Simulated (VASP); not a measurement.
LiS3:

```
Li S
1.0
     4.33507    0.00000    0.00000
    -2.16754    3.75428    0.00000
     0.00000    0.00000    5.25009
Li S
1 3
Cartesian
  0.0000 0.0000 0.0000
  0.0000 2.5029 2.6250
  2.1675 1.2514 2.6250
  0.0000 0.0000 2.6250
```

The cell was built from a structure type or drawn by symmetry, and may not be a known phase.

```yaml
Program: VASP 6.6.1
Task: relaxation of cell and atoms
Functional: PBE
Potentials_or_basis: VASP PAW PBE potentials, release 64 (Li_sv, S)
Cutoff: 600 eV
k_mesh: 6 × 6 × 4
Occupations: gaussian, width 0.1 eV
Spin: no spin polarisation
```

At the start: pressure 5.1 GPa; volume 21.36 Å³/atom.

Q: Where does the relaxation end?

A: Over 8 steps the energy falls by 147.4 meV/atom and the volume is 20.83 Å³/atom (-2.5 %); space group P6/mmm (No. 191, to 0.1 Å) before and after.

The path:
```tsv
step	energy change (eV)	largest force (eV/Å)	pressure (GPa)	volume (Å³)
1	0.0000	0.0000	5.10	85.45
2	-0.4559	0.0000	-3.61	93.62
3	-0.4667	0.0000	-2.66	92.34
4	-0.5527	0.0000	-1.73	88.21
5	-0.5872	0.0000	-0.66	84.63
6	-0.5884	0.0000	-0.34	83.76
7	-0.5884	0.0000	-0.41	83.93
8	-0.5895	0.0000	0.12	83.30
```

Final structure:
```
CELL_PARAMETERS angstrom
4.54848 0.00000 0.00000
-2.27424 3.93910 0.00000
0.00000 0.00000 4.64936
ATOMIC_POSITIONS crystal
Li 0.00000 0.00000 0.00000
S 0.33333 0.66667 0.50000
S 0.66667 0.33333 0.50000
S 0.00000 0.00000 0.50000
```

Caveat: the cutoff is under 1.25 times the usual one of these potentials, so pressure, stress and relaxed cells hold a basis-set (Pulay) error.
